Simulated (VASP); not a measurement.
# Sb (C2/c) in VASP: single point with LDA

Aim: the single point of Sb with LDA.

Program: VASP 6.6.1. These are calculated values, not measurements. Logs are shortened: lines on timing, memory, paths and dates and some standing lists are left out, and cuts for length are marked.

## (1) The cell of the first run

Symmetry: C2/c, No. 15, monoclinic system. Conventional cell: a = 2.988 Å, b = 9.758 Å, c = 2.988 Å, α = 90.00°, β = 109.47°, γ = 90.00°. Within 3.8 Å of Sb (site symmetry 2) lie 14 Sb at 2.86 to 3.76 Å.

## (2) Single point, LDA

INCAR reads:

```
SYSTEM = Sb
  ALGO = Normal
  EDIFF = 1E-6
  ENCUT = 520
  GGA = CA
  ISIF = 2
  ISMEAR = -1
  LASPH = .TRUE.
  LCHARG = .TRUE.
  LELF = .TRUE.
  LREAL = .FALSE.
  LVHAR = .TRUE.
  LWAVE = .FALSE.
  NBANDS = 12
  NELM = 60
  PREC = Accurate
  SIGMA = 0.2
```

KPOINTS reads:

```
k-points
0
G
  7 7 7
  0 0 0
```

POSCAR reads:

```
Sb
1.0
   -1.7250000000      1.7250000000      1.7250000000
    1.7250000000     -1.7250000000      1.7250000000
    2.5875000000      4.3125000000     -2.5875000000
Sb
2
Direct
    0.0000000000      0.0000000000      0.0000000000
   -0.2500000000      0.0000000000      0.5000000000
```

Potentials or basis: VASP PAW LDA potentials, release 64 (Sb).

Started as:

```sh
cat potpaw_LDA.64/Sb/POTCAR > POTCAR
mpirun -np 1 vasp_std > vasp.out
```

OUTCAR:

```text
SYSTEM = Sb
   EDIFF = 1E-6
   ENCUT = 520
   GGA = CA
   ISIF = 2
   ISMEAR = -1
   LASPH = .TRUE.
   LREAL = .FALSE.
   NELM = 60
   PREC = Accurate

 ion  position               nearest neighbor table
   1  0.000  0.000  0.000-   2 2.86   2 2.86   2 2.99   2 2.99   2 3.45   2 3.45   2 3.76   2 3.76

   2  0.750  0.000  0.500-   1 2.86   1 2.86   1 2.99   1 2.99   1 3.45   1 3.45   1 3.76   1 3.76

  LATTYP: Found a base centered monoclinic cell.
 ALAT       =     2.9877876431
 B/A-ratio  =     3.2659863237
 C/A-ratio  =     1.0000000000
 COS(beta)  =    -0.3333333333

  Lattice vectors:

 A1 = (   2.5875000000,   4.3125000000,   0.8625000000)
 A2 = (  -4.3125000000,  -2.5875000000,   0.8625000000)
 A3 = (   1.7250000000,  -1.7250000000,   1.7250000000)

Analysis of symmetry for initial positions (statically):
=====================================================================
 Subroutine PRICEL returns:
 Original cell was already a primitive cell.

 Routine SETGRP: Setting up the symmetry group for a
 base centered monoclinic supercell.

 Subroutine GETGRP returns: Found  4 space group operations
 (whereof  2 operations were pure point group operations)
 out of a pool of  4 trial point group operations.

The static configuration has the point symmetry C_2 .
 The point group associated with its full space group is C_2h.

Analysis of symmetry for dynamics (positions and initial velocities):
=====================================================================
 Subroutine PRICEL returns:
 Original cell was already a primitive cell.

 Routine SETGRP: Setting up the symmetry group for a
 base centered monoclinic supercell.

 Subroutine GETGRP returns: Found  4 space group operations
 (whereof  2 operations were pure point group operations)
 out of a pool of  4 trial point group operations.

The dynamic configuration has the point symmetry C_2 .
 The point group associated with its full space group is C_2h.

 Subroutine INISYM returns: Found  4 space group operations
 (whereof  2 operations are pure point group operations),
 and found     1 'primitive' translations

----------------------------------------------------------------------------------------

                                     Primitive cell

  volume of cell :      41.0636

  direct lattice vectors                    reciprocal lattice vectors
    -1.725000000  1.725000000  1.725000000    -0.072463768  0.217391304  0.289855072
     1.725000000 -1.725000000  1.725000000     0.289855072  0.000000000  0.289855072
     2.587500000  4.312500000 -2.587500000     0.144927536  0.144927536  0.000000000

  length of vectors
     2.987787643  2.987787643  5.655790727     0.369494168  0.409916975  0.204958487

  position of ions in fractional coordinates (direct lattice)
     0.000000000  0.000000000  0.000000000
     0.750000000  0.000000000  0.500000000

  ion indices of the primitive-cell ions
   primitive index   ion index
                 1           1
                 2           2

----------------------------------------------------------------------------------------

 KPOINTS: k-points

Automatic generation of k-mesh.
 Grid dimensions read from file:
 generate k-points for:    7    7    7

 Generating k-lattice:

  Cartesian coordinates                     Fractional coordinates (reciprocal lattice)
    -0.010351967  0.031055901  0.041407867     0.142857143 -0.000000000  0.000000000
     0.041407867  0.000000000  0.041407867     0.000000000  0.142857143  0.000000000
     0.020703934  0.020703934  0.000000000     0.000000000  0.000000000  0.142857143

  Length of vectors
     0.052784881  0.058559568  0.029279784

  Shift w.r.t. Gamma in fractional coordinates (k-lattice)
     0.000000000  0.000000000  0.000000000

 Subroutine IBZKPT returns following result:
 ===========================================

 Found    100 irreducible k-points:

 Following reciprocal coordinates:
            Coordinates               Weight
  0.000000  0.000000  0.000000      1.000000
  0.142857  0.000000  0.000000      4.000000
  0.285714  0.000000  0.000000      4.000000
  0.428571  0.000000  0.000000      4.000000
  0.000000  0.142857  0.000000      4.000000
  0.142857  0.142857  0.000000      4.000000
[... 16 lines left out ...]
 -0.428571  0.428571 -0.000000      4.000000
 -0.285714  0.428571  0.000000      4.000000
 [... further k-points ...]
   k-points           NKPTS =    100   k-points in BZ     NKDIM =    100   number of bands    NBANDS=     12
   number of dos      NEDOS =    301   number of ions     NIONS =      2
   total plane-waves  NPLWV =  24192
   dimension x,y,z NGX =    24 NGY =   24 NGZ =   42
   dimension x,y,z NGXF=    48 NGYF=   48 NGZF=   84
   ions per type =               2
   NGX,Y,Z   is equivalent  to a cutoff of  13.35, 13.35, 12.35 a.u.
   NGXF,Y,Z  is equivalent  to a cutoff of  26.71, 26.71, 24.69 a.u.
 SYSTEM =  Sb
   PREC   = accura    normal or accurate (medium, high low for compatibility)
   ISTART =      0    job   : 0-new  1-cont  2-samecut
   ICHARG =      2    charge: 1-file 2-atom 10-const
   ISPIN  =      1    spin polarized calculation?
   LNONCOLLINEAR =      F non collinear calculations
   LSORBIT =      F    spin-orbit coupling
   LASPH  =      T    aspherical Exc in radial PAW
   ENCUT  =  520.0 eV  38.22 Ry    6.18 a.u.   5.56  5.56 10.52*2*pi/ulx,y,z
   NELM   =     60;   NELMIN=  2; NELMDL= -5     # of ELM steps
   EDIFF  = 0.1E-05   stopping-criterion for ELM
   LREAL  =      F    real-space projection
   EDIFFG = 0.1E-04   stopping-criterion for IOM
   NSW    =      0    number of steps for IOM
   IBRION =     -1    ionic relax: 0-MD 1-quasi-New 2-CG
   NFREE  =      0    steps in history (QN), initial steepest desc. (CG)
   ISIF   =      2    stress and relaxation
   ISYM   =      2    0-nonsym 1-usesym 2-fastsym
   POTIM  = 0.5000    time-step for ionic-motion
   TEBEG  =    0.0;   TEEND  =   0.0 temperature during run
   PSTRESS=    0.0 pullay stress
   NELECT =      10.0000    total number of electrons
   NUPDOWN=      -1.0000    fix difference up-down
   EMIN   =  10.00;   EMAX   =-10.00  energy-range for DOS
   EFERMI =   0.00;   METHOD = LEGACY
   ISMEAR =    -1;   SIGMA  =   0.20  broadening in eV -4-tet -1-fermi 0-gaus
   EFERMI_NEDOS =   21; number of points for ismear=-14 and -15
   IALGO  =     38    algorithm
   IMIX   =      4    mixing-type and parameters
     AMIX     =   0.40;   BMIX     =  1.00
     AMIX_MAG =   1.60;   BMIX_MAG =  1.00
  volume/ion in A,a.u.               =      20.53       138.56
  Fermi-wavevector in a.u.,A,eV,Ry     =   1.022325  1.931915 14.220113  1.045149
  Thomas-Fermi vector in A             =   2.155998
   LORBIT       =      0    0 simple, 1 ext, 2 COOP (PROOUT), +10 PAW based schemes
   GGA     = CA    functional components
   LHFCALC =     F    Hartree Fock is set to
   AEXX    =    0.0000 exact exchange contribution
   IVDW    =     0    specifies the selected vdW correction
   LEPSILON=     F    determine dielectric tensor
   LRPA    =     F    only Hartree local field effects (RPA)
 non-spin polarized calculation
  energy-cutoff  :      520.00
  volume of cell :       41.06
 maximum number of plane-waves:      1123
 NGX is ok and might be reduce to    24
   NGX = 11   NGY = 11   NGZ = 21

 number of electron      10.0000000 magnetization

 Free energy of the ion-electron system (eV)
  ---------------------------------------------------
  ext. energy  EPLUGINS =         0.00000000
  ---------------------------------------------------
  free energy    TOTEN  =        -8.31539743 eV

  energy without entropy =       -8.15343679  energy(sigma->0) =       -8.23441711

 E-fermi :  12.4509     XC(G=0): -11.5547

 val. band max:       12.4501073986   @ k =   0.1429   0.1429   0.1429
 cond. band min:      12.4760745709   @ k =   0.4286   0.4286   0.2857
 fundamental gap:      0.0259671723
 Fermi energy:        12.4508868695

 k-point     1 :       0.0000    0.0000    0.0000
  band No.  band energies     occupation
      1      -3.0074      2.00000
      2       2.9852      2.00000
      3       4.7912      2.00000
      4      15.2861      0.00000
      5      17.4102      0.00000
      6      17.7360      0.00000
      7      19.6147      0.00000
      8      20.1125      0.00000
      9      20.6721      0.00000
     10      20.7784      0.00000
     11      21.7840      0.00000
     12      24.0048      0.00000

 k-point     2 :       0.1429    0.0000    0.0000
  band No.  band energies     occupation
      1      -2.5763      2.00000
      2       2.9591      2.00000
      3       5.6393      2.00000
      4      13.3987      0.01734
      5      14.3389      0.00016
      6      15.5232      0.00000
      7      19.8091      0.00000
      8      20.4265      0.00000
      9      20.5806      0.00000
     10      22.3792      0.00000
     11      22.8226      0.00000
     12      23.3685      0.00000

 k-point     3 :       0.2857    0.0000    0.0000
  band No.  band energies     occupation
      1      -1.3006      2.00000
      2       3.3274      2.00000
      3       7.4851      2.00000
      4       8.9663      2.00000
      5      10.9584      1.99885
      6      14.9899      0.00001
      7      18.2615      0.00000
      8      18.9113      0.00000
      9      20.4165      0.00000
     10      21.6301      0.00000
     11      21.9631      0.00000
     12      23.3341      0.00000
[... 286 lines left out ...]
 k-point    23 :      -0.4286    0.4286   -0.0000
  band No.  band energies     occupation
      1       2.1507      2.00000
      2       5.4292      2.00000
      3       6.8510      2.00000
      4       8.7966      2.00000
      5      10.4780      1.99990
      6      11.9664      1.83708
      7      12.8834      0.20635
      8      14.4533      0.00009
      9      16.9921      0.00000
     10      18.3631      0.00000
     11      20.1624      0.00000
     12      22.5644      0.00000

 k-point    24 :      -0.2857    0.4286    0.0000
  band No.  band energies     occupation
      1       1.2299      2.00000
      2       3.9258      2.00000
      3       7.5201      2.00000
      4       9.2351      2.00000
      5      11.4677      1.98545
      6      12.2848      1.39295
      7      12.7891      0.31122
      8      15.9894      0.00000
      9      18.6579      0.00000
     10      19.7781      0.00000
     11      20.0430      0.00000
     12      21.6549      0.00000

 [... further k-points ...]

------------------------ aborting loop because EDIFF is reached ----------------------------------------

  FORCE on cell =-STRESS in cart. coord.  units (eV):
  Direction    XX          YY          ZZ          XY          YZ          ZX
  --------------------------------------------------------------------------------------
  -------------------------------------------------------------------------------------
  Total        8.1779763      8.1779763      7.0160128      0.7401749     -0.7206719      0.7206719
  in kB      319.0796773    319.0796773    273.7434088     28.8793661    -28.1184184     28.1184181
  external PRESSURE =     303.9675878 kB  Pullay stress =       0.0000000 kB

 VOLUME and BASIS-vectors are now :
 -----------------------------------------------------------------------------
  energy-cutoff  :      520.00
  volume of cell :       41.06
      direct lattice vectors                 reciprocal lattice vectors
    -1.725000000  1.725000000  1.725000000    -0.072463768  0.217391304  0.289855072
     1.725000000 -1.725000000  1.725000000     0.289855072  0.000000000  0.289855072
     2.587500000  4.312500000 -2.587500000     0.144927536  0.144927536  0.000000000

 POSITION                                       TOTAL-FORCE (eV/Angst)
 -----------------------------------------------------------------------------------
      0.00000      0.00000      0.00000         0.405537      0.405537      0.000000
     -0.00000      3.45000      0.00000        -0.405537     -0.405537     -0.000000
 -----------------------------------------------------------------------------------
    total drift:                                0.000000     -0.000000      0.000000

  FREE ENERGIE OF THE ION-ELECTRON SYSTEM (eV)
  ---------------------------------------------------
  free  energy   TOTEN  =        -8.3153974307 eV

  energy  without entropy=       -8.1534367887  energy(sigma->0) =       -8.23441711
```

Run time: 29 s. Hardware: 1 thread of Intel Xeon 6975P-C, shared host; peak memory 0.17 GiB.

What came out:

```
Free energy            : -8.3154 eV
Pressure               : 30.4 GPa
Largest force          : 0.574 eV/Å
Band gap on the k mesh : zero (band 5 reaches 17.41 eV, above the bottom of band 6 at 9.50 eV)
```

Forces on the atoms (eV/Å):
```
Sb   0.406  0.406  0.000
Sb  -0.406 -0.406  0.000
```

Levels at points of the mesh, in eV from the Fermi level:
| k point | band 2 | band 3 | band 4 | band 5 | band 6 | band 7 | band 8 | band 9 |
| --- | --- | --- | --- | --- | --- | --- | --- | --- |
| (0.00, 0.00, 0.00) | -9.47 | -7.66 | 2.84 | 4.96 | 5.29 | 7.16 | 7.66 | 8.22 |

Caveat: the k points lie up to 0.37 Å⁻¹ apart; spin-orbit coupling is left out, which moves the levels of the heavy elements.
